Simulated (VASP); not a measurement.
# GaN (F-43m) in VASP: a series of runs

Runs on GaN. Level: r2SCAN+rVV10. Tasks: single point.

All numbers are computed with VASP 6.6.1; they aren't measurements. Logs are shortened: lines on timing, memory, paths and dates and some standing lists are left out, and cuts for length are marked.

## Step 1: The cell of the first run

Symmetry: F-43m, No. 216, cubic system. The conventional cell has a = 4.488 Å, b = 4.488 Å, c = 4.488 Å, α = 90.00°, β = 90.00°, γ = 90.00°. Within 2.6 Å of Ga (site symmetry -43m) lie 4 N at 1.94 Å. Within 2.6 Å of N (site symmetry -43m) lie 4 Ga at 1.94 Å.

## Step 2: Single point, r2SCAN+rVV10

Contents of POSCAR:

```
GaN
1.0
    0.0000000000      2.2442111233      2.2442111233
    2.2442111233      0.0000000000      2.2442111233
    2.2442111233      2.2442111233      0.0000000000
Ga N
1 1
Direct
    0.0000000000      0.0000000000      0.0000000000
    0.7500000000      0.7500000000      0.7500000000
```

Contents of INCAR.step1:

```
SYSTEM = GaN
PREC = Accurate ; ENCUT = 1460
ISMEAR = -1 ; SIGMA = 0.03
LREAL = .FALSE. ; LASPH = .TRUE.
NELM = 120 ; NBANDS = 16
GGA = PE ; ALGO = Normal
EDIFF = 1E-5 ; LWAVE = .TRUE.
LCHARG = .FALSE. ; GGA_COMPAT = .FALSE.
```

Contents of INCAR.step2:

```
SYSTEM = GaN
PREC = Accurate ; ENCUT = 1460
EDIFF = 1E-6 ; ISMEAR = -1
SIGMA = 0.03 ; LREAL = .FALSE.
LASPH = .TRUE. ; NELM = 120
ALGO = Normal ; ISIF = 2
LWAVE = .FALSE. ; LCHARG = .FALSE.
METAGGA = R2SCAN ; LMIXTAU = .TRUE.
LUSE_VDW = .TRUE. ; IVDW_NL = 2
BPARAM = 11.95 ; CPARAM = 0.0093
NBANDS = 16 ; ISTART = 1
GGA_COMPAT = .FALSE.
```

Contents of KPOINTS:

```
Automatic mesh
0
G
  8 8 8
  0 0 0
```

Potentials or basis: VASP PAW PBE potentials, release 64 (Ga_d, N_h).

Launch:

```sh
$ cat potpaw_PBE.64/Ga_d/POTCAR potpaw_PBE.64/N_h/POTCAR > POTCAR
$ cp INCAR.step1 INCAR
$ mpirun -np 1 vasp_std > vasp.out
$ cp INCAR.step2 INCAR
$ mpirun -np 1 vasp_std > vasp.out
```

OUTCAR:

```text
SYSTEM = GaN
   PREC = Accurate
   ENCUT = 1460
   EDIFF = 1E-6
   ISMEAR = -1
   LREAL = .FALSE.
   LASPH = .TRUE.
   NELM = 120
   ISIF = 2
   METAGGA = R2SCAN
   IVDW_NL = 2
   BPARAM = 11.95
   ISTART = 1

 ion  position               nearest neighbor table
   1  0.000  0.000  0.000-   2 1.94   2 1.94   2 1.94   2 1.94
   2  0.750  0.750  0.750-   1 1.94   1 1.94   1 1.94   1 1.94

  LATTYP: Found a face centered cubic cell.
 ALAT       =     4.4884222466

  Lattice vectors:

 A1 = (   0.0000000000,   2.2442111233,   2.2442111233)
 A2 = (   2.2442111233,   0.0000000000,   2.2442111233)
 A3 = (   2.2442111233,   2.2442111233,   0.0000000000)

Analysis of symmetry for initial positions (statically):
=====================================================================
 Subroutine PRICEL returns:
 Original cell was already a primitive cell.

 Routine SETGRP: Setting up the symmetry group for a
 face centered cubic supercell.

 Subroutine GETGRP returns: Found 24 space group operations
 (whereof 24 operations were pure point group operations)
 out of a pool of 48 trial point group operations.

The static configuration has the point symmetry T_d .

Analysis of symmetry for dynamics (positions and initial velocities):
=====================================================================
 Subroutine PRICEL returns:
 Original cell was already a primitive cell.

 Routine SETGRP: Setting up the symmetry group for a
 face centered cubic supercell.

 Subroutine GETGRP returns: Found 24 space group operations
 (whereof 24 operations were pure point group operations)
 out of a pool of 48 trial point group operations.

The dynamic configuration has the point symmetry T_d .

 Subroutine INISYM returns: Found 24 space group operations
 (whereof 24 operations are pure point group operations),
 and found     1 'primitive' translations

----------------------------------------------------------------------------------------

                                     Primitive cell

  volume of cell :      22.6059

  direct lattice vectors                    reciprocal lattice vectors
     0.000000000  2.244211123  2.244211123    -0.222795438  0.222795438  0.222795438
     2.244211123  0.000000000  2.244211123     0.222795438 -0.222795438  0.222795438
     2.244211123  2.244211123  0.000000000     0.222795438  0.222795438 -0.222795438

  length of vectors
[... 74 lines left out ...]
   ISTART =      1    job   : 0-new  1-cont  2-samecut
   ICHARG =      0    charge: 1-file 2-atom 10-const
   ISPIN  =      1    spin polarized calculation?
   LNONCOLLINEAR =      F non collinear calculations
   LSORBIT =      F    spin-orbit coupling
   LASPH  =      T    aspherical Exc in radial PAW
   ENCUT  = 1460.0 eV 107.31 Ry   10.36 a.u.   9.89  9.89  9.89*2*pi/ulx,y,z
   NELM   =    120;   NELMIN=  2; NELMDL=  0     # of ELM steps
   EDIFF  = 0.1E-05   stopping-criterion for ELM
   LREAL  =      F    real-space projection
[... 7 lines left out ...]
   TEBEG  =    0.0;   TEEND  =   0.0 temperature during run
   PSTRESS=    0.0 pullay stress
   NELECT =      18.0000    total number of electrons
   NUPDOWN=      -1.0000    fix difference up-down
   EMIN   =  10.00;   EMAX   =-10.00  energy-range for DOS
   EFERMI =   0.00;   METHOD = LEGACY
   ISMEAR =    -1;   SIGMA  =   0.03  broadening in eV -4-tet -1-fermi 0-gaus
   EFERMI_NEDOS =   21; number of points for ismear=-14 and -15
   IALGO  =     38    algorithm
   IMIX   =      4    mixing-type and parameters
     AMIX     =   0.40;   BMIX     =  1.00
     AMIX_MAG =   1.60;   BMIX_MAG =  1.00
  volume/ion in A,a.u.               =      11.30        76.28
  Fermi-wavevector in a.u.,A,eV,Ry     =   1.517372  2.867417 31.326280  2.302417
  Thomas-Fermi vector in A             =   2.626636
   LORBIT       =      0    0 simple, 1 ext, 2 COOP (PROOUT), +10 PAW based schemes
   METAGGA = R2SCAN    functional components
   LHFCALC =     F    Hartree Fock is set to
   AEXX    =    0.0000 exact exchange contribution
   IVDW_NL    =     2    kernel type
   BPARAM     =11.9500
   IVDW    =     0    specifies the selected vdW correction
   LEPSILON=     F    determine dielectric tensor
   LRPA    =     F    only Hartree local field effects (RPA)
 non-spin polarized calculation
  energy-cutoff  :     1460.00
  volume of cell :       22.61
 maximum number of plane-waves:      2884
   NGX = 19   NGY = 19   NGZ = 19

 number of electron      17.9999999 magnetization

 Free energy of the ion-electron system (eV)
  ---------------------------------------------------
  ext. energy  EPLUGINS =         0.00000000
  ---------------------------------------------------
  free energy    TOTEN  =       -21.39868520 eV

  energy without entropy =      -21.39868520  energy(sigma->0) =      -21.39868520

 E-fermi :   6.0286     XC(G=0): -12.7518

 val. band max:        5.4373812115   @ k =   0.0000   0.0000   0.0000
 cond. band min:       7.6029537185   @ k =   0.0000   0.0000   0.0000
 fundamental gap:      2.1655725069
 Fermi energy:         6.0285952359

 k-point     1 :       0.0000    0.0000    0.0000
  band No.  band energies     occupation
      1     -11.4111      2.00000
      2      -8.3828      2.00000
      3      -8.3828      2.00000
      4      -8.3828      2.00000
      5      -8.0171      2.00000
      6      -8.0171      2.00000
[... 433 lines left out ...]
      3      -8.1979      2.00000
      4      -8.0412      2.00000
      5      -7.9846      2.00000
      6      -6.6033      2.00000
[... 8 lines left out ...]
     15      25.2327      0.00000
     16      27.6255      0.00000

 [... further k-points ...]

------------------------ aborting loop because EDIFF is reached ----------------------------------------

  FORCE on cell =-STRESS in cart. coord.  units (eV):
  Direction    XX          YY          ZZ          XY          YZ          ZX
  --------------------------------------------------------------------------------------
  -------------------------------------------------------------------------------------
  Total        0.1544494      0.1544494      0.1544494      0.0000000      0.0000000     -0.0000000
  in kB       10.9465082     10.9465082     10.9465082      0.0000000      0.0000000     -0.0000000
  external PRESSURE =      10.9465082 kB  Pullay stress =       0.0000000 kB

 VOLUME and BASIS-vectors are now :
 -----------------------------------------------------------------------------
  energy-cutoff  :     1460.00
  volume of cell :       22.61
      direct lattice vectors                 reciprocal lattice vectors
     0.000000000  2.244211123  2.244211123    -0.222795438  0.222795438  0.222795438
     2.244211123  0.000000000  2.244211123     0.222795438 -0.222795438  0.222795438
     2.244211123  2.244211123  0.000000000     0.222795438  0.222795438 -0.222795438

 POSITION                                       TOTAL-FORCE (eV/Angst)
 -----------------------------------------------------------------------------------
      0.00000      0.00000      0.00000         0.000000     -0.000000      0.000000
      3.36632      3.36632      3.36632        -0.000000      0.000000     -0.000000
 -----------------------------------------------------------------------------------
    total drift:                                0.000000      0.000000      0.000000

  FREE ENERGIE OF THE ION-ELECTRON SYSTEM (eV)
  ---------------------------------------------------
  free  energy   TOTEN  =       -21.3986851968 eV

  energy  without entropy=      -21.3986851968  energy(sigma->0) =      -21.39868520
```

OUTCAR.step1:

```text
SYSTEM = GaN
   PREC = Accurate
   ENCUT = 1460
   ISMEAR = -1
   LREAL = .FALSE.
   LASPH = .TRUE.
[... 676 lines left out ...]
      0.00000      0.00000      0.00000         0.000000      0.000000     -0.000000
      3.36632      3.36632      3.36632         0.000000     -0.000000      0.000000
 -----------------------------------------------------------------------------------
    total drift:                                0.000000      0.000000      0.000000

  FREE ENERGIE OF THE ION-ELECTRON SYSTEM (eV)
  ---------------------------------------------------
  free  energy   TOTEN  =       -12.1409923456 eV

  energy  without entropy=      -12.1409923456  energy(sigma->0) =      -12.14099235
```

OSZICAR.step1:

```text
N       E                     dE             d eps       ncg     rms          rms(c)
DAV:   1     0.148386800887E+03    0.14839E+03   -0.16155E+04   976   0.375E+03
DAV:   2     0.208960614834E+01   -0.14630E+03   -0.13426E+03  1024   0.568E+02
DAV:   3    -0.138260525344E+02   -0.15916E+02   -0.15601E+02  1072   0.115E+02
DAV:   4    -0.141517677283E+02   -0.32572E+00   -0.32539E+00  1152   0.175E+01
DAV:   5    -0.141555431089E+02   -0.37754E-02   -0.37753E-02  1184   0.182E+00    0.772E+00
DAV:   6    -0.121432107732E+02    0.20123E+01   -0.49801E+00  1392   0.400E+01    0.206E+00
DAV:   7    -0.121474322829E+02   -0.42215E-02   -0.28449E-01   960   0.614E+00    0.134E+00
DAV:   8    -0.121433741669E+02    0.40581E-02   -0.51534E-02  1128   0.323E+00    0.374E-01
DAV:   9    -0.121408049309E+02    0.25692E-02   -0.93731E-03  1400   0.240E+00    0.818E-02
DAV:  10    -0.121410175100E+02   -0.21258E-03   -0.91940E-04  1168   0.463E-01    0.357E-02
DAV:  11    -0.121409910833E+02    0.26427E-04   -0.15265E-04  1400   0.204E-01    0.795E-03
DAV:  12    -0.121409923456E+02   -0.12623E-05   -0.16715E-05   936   0.611E-02
   1 F= -.12140992E+02 E0= -.12140992E+02  d E =-.131566E-10
```

It took 4.8 min on 1 thread of Intel Xeon Platinum 8259CL at 2.50GHz (Skylake/Cascade Lake), shared host; peak memory 0.51 GiB.

What came out:

- Free energy: -21.3987 eV
- Pressure: 1.1 GPa
- Band gap on the k mesh: 2.17 eV

Caveat: the PAW data sets were made with another functional, which shifts forces and pressure a little.

## Step 3: Single point, r2SCAN+rVV10

POSCAR is that of step 2.

Contents of INCAR.step1:

```
  ALGO = Normal
  EDIFF = 1E-5
  ENCUT = 1460
  GGA = PE
  GGA_COMPAT = F
  ISMEAR = -1
  LASPH = T
  LCHARG = F
  LREAL = F
  LWAVE = T
  NBANDS = 16
  NELM = 120
  PREC = Accurate
  SIGMA = 0.03
```

Contents of INCAR.step2:

```
  ALGO = Normal
  BPARAM = 11.95
  CPARAM = 0.0093
  EDIFF = 1E-6
  ENCUT = 1460
  GGA_COMPAT = F
  ISIF = 2
  ISMEAR = -1
  ISTART = 1
  IVDW_NL = 2
  LASPH = T
  LCHARG = F
  LMIXTAU = T
  LREAL = F
  LUSE_VDW = T
  LWAVE = F
  METAGGA = R2SCAN
  NBANDS = 16
  NELM = 120
  PREC = Accurate
  SIGMA = 0.03
```

Contents of KPOINTS:

```
k-points
0
Gamma
  10 10 10
```

Potentials or basis: VASP PAW PBE potentials, release 64 (Ga_d, N_h).

Launch:

```sh
$ cat potpaw_PBE.64/Ga_d/POTCAR potpaw_PBE.64/N_h/POTCAR > POTCAR
$ cp INCAR.step1 INCAR
$ mpirun -np 1 vasp_std > vasp.out
$ cp INCAR.step2 INCAR
$ mpirun -np 1 vasp_std > vasp.out
```

It took 5.1 min on 1 thread of AMD EPYC 7R43 (Zen 3), shared host; peak memory 0.5 GiB.

Results (log left out):

```
Free energy            : -21.3990 eV
Pressure               : 1.0 GPa
Band gap on the k mesh : 2.17 eV
```

Levels at points of the mesh, in eV from the valence-band top:
```
           k point  band 6  band 7  band 8  band 9  band 10  band 11  band 12  band 13
(0.00, 0.00, 0.00)  -13.45    0.00    0.00    0.00     2.17    11.07    11.07    11.07
(0.50, 0.00, 0.00)  -12.33   -7.26   -1.01   -1.01     5.22     9.46    11.04    11.04
(0.50, 0.50, 0.00)  -11.96   -6.28   -2.83   -2.83     3.72     7.29    12.62    15.06
```

Caveat: the PAW data sets were made with another functional, which shifts forces and pressure a little.
